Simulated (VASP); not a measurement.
CdSe: single point with PBE0

The system is CdSe.

```xyz
2
Lattice="0.0000 3.0678 3.0678 3.0678 0.0000 3.0678 3.0678 3.0678 0.0000" Properties=species:S:1:pos:R:3 pbc="T T T"
Cd    0.0000    0.0000    0.0000
Se    4.6017    4.6017    4.6017
```

```json
{
  "Program": "VASP 6.6.1",
  "Task": "single point",
  "Functional": "PBE0",
  "Potentials or basis": "VASP PAW PBE potentials, release 64 (Cd, Se)",
  "Cutoff": "520 eV",
  "k mesh": "6 × 6 × 6",
  "Occupations": "gaussian, width 0.01 eV",
  "Spin": "no spin polarisation"
}
```

| Property | Result |
| --- | --- |
| Pressure | 0.2 GPa |
| Band gap on the k mesh | 2.11 eV |

Levels at points of the mesh, in eV from the valence-band top:
| k point | band 6 | band 7 | band 8 | band 9 | band 10 | band 11 | band 12 | band 13 |
| --- | --- | --- | --- | --- | --- | --- | --- | --- |
| (0.00, 0.00, 0.00) | -8.78 | 0.00 | 0.00 | 0.00 | 2.11 | 7.68 | 7.68 | 7.68 |
| (0.50, 0.00, 0.00) | -8.46 | -4.59 | -0.78 | -0.78 | 4.02 | 8.17 | 8.17 | 9.12 |
| (0.50, 0.50, 0.00) | -8.38 | -4.29 | -1.93 | -1.93 | 4.66 | 5.42 | 10.91 | 12.16 |

Wall time 50 min on 1 thread of Intel(R) Xeon(R) Platinum 8488C (Sapphire Rapids), with other jobs on the host, peak memory 0.22 GiB.

Caveat: the PAW data sets were made with another functional, which shifts forces and pressure a little.
